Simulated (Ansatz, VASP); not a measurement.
**ZnS: VASP beside Ansatz**

```
CELL_PARAMETERS angstrom
3.73320 0.00000 0.00000
-1.86660 3.23305 0.00000
0.00000 0.00000 6.10674
ATOMIC_POSITIONS crystal
Zn 0.33333 0.66667 0.00000
Zn 0.66667 0.33333 0.50000
S 0.33333 0.66667 0.38500
S 0.66667 0.33333 0.88500
```

Change from the starting cell: volume scaled by 0.94.

Alike in both runs: task single point; functional PBE; k mesh 8 × 8 × 5; occupations fermi-dirac, width 0.03 eV; no spin polarisation.

|  | VASP | Ansatz |
| --- | --- | --- |
| version | VASP 6.6.1 | Ansatz 0.2.0 |
| potentials or method | VASP PAW PBE potentials, release 64 (Zn, S), cutoff 520 eV | all-electron LAPW, scalar-relativistic |

Ansatz gave:

| Quantity | Value |
| --- | --- |
| gap on the k mesh at the Fermi level (eV) | 2.54 |
| pressure (GPa) | 7.9 |
| traceless stress, the component that is largest in VASP (GPa) | -2.03 |
| rms of the force components (eV/Å) | 0.231 |

**Question.** Which values does VASP return?

**Answer.** gap on the k mesh at the Fermi level (eV): 2.55; pressure (GPa): 8.1; traceless stress, the component that is largest in VASP (GPa): -2.06; rms of the force components (eV/Å): 0.233.

Atom by atom the forces differ by 0.002 eV/Å (rms over components). Ansatz ran all-electron here, and VASP with PAW potentials.
